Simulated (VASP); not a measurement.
Write the native input for VASP 6.6.1 that does the following.

```yaml
Task: relaxation of cell and atoms
Functional: PBEsol
Potentials_or_basis: VASP PAW PBE potentials, release 64 (Hf_pv)
Cutoff: 600 eV
k_mesh: 10 × 10 × 16
Occupations: gaussian, width 0.05 eV
Spin: no spin polarisation
Target_pressure: 45 GPa
Dipole_correction: no
Further_INCAR_settings: ALGO = Fast; EDIFF = 1e-07; IBRION = 2; EDIFFG = -0.01; NSW = 80; ISIF = 3
```

The structure of Hf lies in POSCAR:

```
Hf
1.0
    4.6188183859      0.0000000000      0.0000000000
   -2.3094091930      4.0000140577      0.0000000000
    0.0000000000      0.0000000000      2.8766404447
Hf
3
Direct
    0.0000000000      0.0000000000      0.0000000000
    0.3333333333      0.6666666667      0.5000000000
    0.6666666667      0.3333333333      0.5000000000
```

This isn't the form of Hf at room conditions, which is hcp.

These files were run (other wordings do the same):

INCAR

```
PREC     = Accurate       # precision mode
ENCUT    = 600            # plane-wave cutoff, eV
EDIFF    = 1E-7           # SCF threshold, eV
ISMEAR   = 0              # smearing method
SIGMA    = 0.05           # smearing width, eV
LREAL    = F              # projectors in reciprocal space
LASPH    = T              # aspherical terms in the spheres
NELM     = 80             # most SCF steps
ALGO     = Fast           # electronic algorithm
ISIF     = 3              # what is computed and relaxed
LWAVE    = F              # write WAVECAR
LCHARG   = F              # write CHGCAR
GGA      = PS             # functional
IBRION   = 2              # ionic algorithm
NSW      = 80             # ionic steps
EDIFFG   = -0.01          # ionic threshold
PSTRESS  = 450.0
```

KPOINTS

```
Automatic mesh
0
Gamma
  10 10 16
```

Potentials or basis: VASP PAW PBE potentials, release 64 (Hf_pv).

Run with:

```bash
$ cat potpaw_PBE.64/Hf_pv/POTCAR > POTCAR
$ mpirun -np 1 vasp_std > vasp.out
```

It gave:

The relaxed volume is 16.60 Å³/atom, the relaxed cell is a = 4.519 Å, b = 4.519 Å, c = 2.816 Å, α = 90.00°, β = 90.00°, γ = 120.00° and the space group after relaxing (to 0.1 Å) is P6/mmm (No. 191). The energy change on relaxing (the run minimises the enthalpy) is +257.0 meV/atom. The ionic steps are 7, the pressure after relaxing is 45.0 GPa and the band gap on the k mesh is zero (bands 15 and 16 overlap by 1.09 eV).

Caveat: the cell is relaxed towards a set pressure, so the run minimises the enthalpy, not the energy; the PAW data sets were made with another functional, which shifts forces and pressure a little; spin-orbit coupling is left out, which moves the levels of the heavy elements.

Wall time 22 min on 1 thread of AMD EPYC 7R43 64-Core Processor (Zen 3), on a shared host, peak memory 0.28 GiB.
